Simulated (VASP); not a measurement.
# Cu2Rh (I4/mmm) in VASP: notebook, part 2 of 2

VASP 6.6.1. The steps go on from the part before.

## Step 5: Single point, PBE

This run uses another cell than the first one, of 13.48 Å³/atom, 1.054 times its volume.

INCAR

```
PREC = Accurate
ENCUT = 700
EDIFF = 1E-6
ISMEAR = 0
SIGMA = 0.1
LREAL = F
LASPH = T
NELM = 120
ALGO = Normal
ISIF = 2
LWAVE = F
LCHARG = F
GGA = PE
NBANDS = 34
GGA_COMPAT = F
```

KPOINTS

```
regular mesh
0
Gamma
  8 8 8
```

POSCAR

```
Cu2Rh
1.0
   -1.8334336997      1.8334336997      3.0070197954
    1.8334336997     -1.8334336997      3.0070197954
    1.8334336997      1.8334336997     -3.0070197954
Cu Rh
2 1
Direct
    0.5930000000      0.5930000000      0.0000000000
    0.4070000000      0.4070000000      0.0000000000
    0.0000000000      0.0000000000      0.0000000000
```

Potentials or basis: VASP PAW PBE potentials, release 64 (Cu_sv_GW, Rh_sv_GW).

Started as:

```sh
> cat potpaw_PBE.64/Cu_sv_GW/POTCAR potpaw_PBE.64/Rh_sv_GW/POTCAR > POTCAR
> mpirun -np 1 vasp_std > vasp.out
```

OUTCAR:

```text
PREC = Accurate
   ENCUT = 700
   EDIFF = 1E-6
   ISMEAR = 0
   LREAL = F
   LASPH = T
   NELM = 120
   ISIF = 2
   GGA = PE

 ion  position               nearest neighbor table
   1  0.593  0.593  0.000-   2 1.12   3 2.45   3 2.65   3 2.65   3 2.65   3 2.65
   2  0.407  0.407  0.000-   1 1.12   3 2.45   3 2.65   3 2.65   3 2.65   3 2.65
   3  0.000  0.000  0.000-   1 2.45   2 2.45   1 2.65   2 2.65   1 2.65   1 2.65   1 2.65   2 2.65
                             2 2.65   2 2.65

 -----------------------------------------------------------------------------
|                                                                             |
|           W    W    AA    RRRRR   N    N  II  N    N   GGGG   !!!           |
|           W    W   A  A   R    R  NN   N  II  NN   N  G    G  !!!           |
|           W    W  A    A  R    R  N N  N  II  N N  N  G       !!!           |
|           W WW W  AAAAAA  RRRRR   N  N N  II  N  N N  G  GGG   !            |
|           WW  WW  A    A  R   R   N   NN  II  N   NN  G    G                |
|           W    W  A    A  R    R  N    N  II  N    N   GGGG   !!!           |
|                                                                             |
|     The distance between some ions is very small. Please check the          |
|     nearest-neighbor list in the OUTCAR file.                               |
|     I HOPE YOU KNOW WHAT YOU ARE DOING!                                     |
|                                                                             |
 -----------------------------------------------------------------------------

  LATTYP: Found a body centered tetragonal cell.
 ALAT       =     3.6668673994
 C/A-ratio  =     1.6401028278

  Lattice vectors:

 A1 = (  -1.8334336997,   1.8334336997,   3.0070197954)
 A2 = (   1.8334336997,  -1.8334336997,   3.0070197954)
 A3 = (   1.8334336997,   1.8334336997,  -3.0070197954)

Analysis of symmetry for initial positions (statically):
=====================================================================
 Subroutine PRICEL returns:
[... 147 lines left out ...]
  Fermi-wavevector in a.u.,A,eV,Ry     =   1.813928  3.427828 44.767747  3.290337
  Thomas-Fermi vector in A             =   2.871865
   LORBIT       =      0    0 simple, 1 ext, 2 COOP (PROOUT), +10 PAW based schemes
   GGA     = PE    functional components
   LHFCALC =     F    Hartree Fock is set to
   AEXX    =    0.0000 exact exchange contribution
   IVDW    =     0    specifies the selected vdW correction
   LEPSILON=     F    determine dielectric tensor
   LRPA    =     F    only Hartree local field effects (RPA)
 non-spin polarized calculation
 Gauss-broadening in eV      SIGMA  =   0.10
  energy-cutoff  :      700.00
  volume of cell :       40.43
 maximum number of plane-waves:      1717
 NGX is ok and might be reduce to    36
   NGX = 17   NGY = 17   NGZ = 17

 number of electron      54.9999993 magnetization

 Free energy of the ion-electron system (eV)
  ---------------------------------------------------
  ext. energy  EPLUGINS =         0.00000000
  ---------------------------------------------------
  free energy    TOTEN  =        40.20409030 eV

  energy without entropy =       40.23456678  energy(sigma->0) =       40.21932854

 E-fermi :   8.0618     XC(G=0): -12.7778

 val. band max:        8.0591135271   @ k =  -0.2500   0.2500   0.0000
 cond. band min:       8.0628573341   @ k =  -0.1250   0.1250   0.1250
 fundamental gap:      0.0037438071
 Fermi energy:         8.0618091614

 k-point     1 :       0.0000    0.0000    0.0000
  band No.  band energies     occupation
      1    -115.7831      2.00000
      2    -105.8765      2.00000
      3     -76.1645      2.00000
      4     -69.7462      2.00000
      5     -68.3791      2.00000
      6     -68.3791      2.00000
[... 877 lines left out ...]
     33      17.6101      0.00000
     34      20.8692      0.00000

 [... further k-points ...]

------------------------ aborting loop because EDIFF is reached ----------------------------------------

  FORCE on cell =-STRESS in cart. coord.  units (eV):
  Direction    XX          YY          ZZ          XY          YZ          ZX
  --------------------------------------------------------------------------------------
  -------------------------------------------------------------------------------------
  Total       -2.1465983     -2.1465983    300.7161428      0.0000000     -0.0000000      0.0000000
  in kB      -85.0618191    -85.0618191  11916.2780069      0.0000000     -0.0000000      0.0000000
  external PRESSURE =    3915.3847896 kB  Pullay stress =       0.0000000 kB

 VOLUME and BASIS-vectors are now :
 -----------------------------------------------------------------------------
  energy-cutoff  :      700.00
  volume of cell :       40.43
      direct lattice vectors                 reciprocal lattice vectors
    -1.833433700  1.833433700  3.007019795     0.000000000  0.272712343  0.166277588
     1.833433700 -1.833433700  3.007019795     0.272712343  0.000000000  0.166277588
     1.833433700  1.833433700 -3.007019795     0.272712343  0.272712343  0.000000000

 POSITION                                       TOTAL-FORCE (eV/Angst)
 -----------------------------------------------------------------------------------
      0.00000      0.00000      3.56633        -0.000000     -0.000000    267.221696
      0.00000      0.00000      2.44771         0.000000      0.000000   -267.221696
      0.00000      0.00000      0.00000         0.000000      0.000000     -0.000000
 -----------------------------------------------------------------------------------
    total drift:                               -0.000000     -0.000000     -0.000000

  FREE ENERGIE OF THE ION-ELECTRON SYSTEM (eV)
  ---------------------------------------------------
  free  energy   TOTEN  =        40.2040902958 eV

  energy  without entropy=       40.2345667766  energy(sigma->0) =       40.21932854
```

stdout:

```text
POSCAR found type information on POSCAR CuRh
 POSCAR found :  2 types and       3 ions
 scaLAPACK will be used
 LDA part: xc-table for (Slater+PW92), standard interpolation
 -----------------------------------------------------------------------------
|                                                                             |
|           W    W    AA    RRRRR   N    N  II  N    N   GGGG   !!!           |
|           W    W   A  A   R    R  NN   N  II  NN   N  G    G  !!!           |
|           W    W  A    A  R    R  N N  N  II  N N  N  G       !!!           |
|           W WW W  AAAAAA  RRRRR   N  N N  II  N  N N  G  GGG   !            |
|           WW  WW  A    A  R   R   N   NN  II  N   NN  G    G                |
|           W    W  A    A  R    R  N    N  II  N    N   GGGG   !!!           |
|                                                                             |
|     The distance between some ions is very small. Please check the          |
|     nearest-neighbor list in the OUTCAR file.                               |
|     I HOPE YOU KNOW WHAT YOU ARE DOING!                                     |
|                                                                             |
 -----------------------------------------------------------------------------

 POSCAR, INCAR and KPOINTS ok, starting setup
 FFT: planning ... GRIDC
 FFT: planning ... GRID_SOFT
 FFT: planning ... GRID
 WAVECAR not read
 entering main loop
```

Wall time 3.5 min (1 thread of Intel Xeon Platinum 8488C (Sapphire Rapids), shared host); peak memory 0.31 GiB.

Results:

```
Free energy   : 40.2041 eV
Pressure      : 391.5 GPa
Largest force : 267.222 eV/Å
```

Forces in eV/Å, atoms in the order of the input:
```
Cu     0.000    0.000  267.222
Cu     0.000    0.000 -267.222
Rh     0.000    0.000    0.000
```

Caveat: forces of over 1 eV/Å act on the atoms, so gaps and moduli don't describe the material at rest.

## Step 6: Overview

```tsv
task	potentials or basis	cell	k mesh	cutoff (eV)	second run	gap on the mesh (eV)	pressure (GPa)	largest force (eV/Å)
single point	VASP PAW PBE potentials, release 64 (Cu, Rh_pv)	a = 5.505 Å, angles 151.3, 151.3, 41.0°, 3 atoms	6 × 6 × 6	520	-	none	0.1	0.04
single point	VASP PAW PBE potentials, release 64 (Cu, Rh_pv)	a = 3.971 Å, angles 125.0, 125.0, 81.5°, 3 atoms	8 × 8 × 8	520	-	none	59.1	38.73
relaxation of cell and atoms	VASP PAW PBE potentials, release 64 (Cu, Rh_pv)	relaxed from a = 3.971 Å, angles 125.0, 125.0, 81.5°, 3 atoms	6 × 6 × 6	600	-	none	-0.3	-
single point	VASP PAW PBE potentials, release 64 (Cu_sv_GW, Rh_sv_GW)	a = 3.971 Å, angles 125.0, 125.0, 81.5°, 3 atoms	8 × 8 × 8	700	valence_matched	none	391.5	267.22
```

Alike in all rows: level PBE; no spin polarisation; smearing gaussian 0.1 eV.

Caveats: some runs use coarse meshes; forces of over 1 eV/Å act on the atoms, so gaps and moduli don't describe the material at rest (some runs).

Total energies depend on the potentials used, so only differences within one code and one set of settings carry meaning.
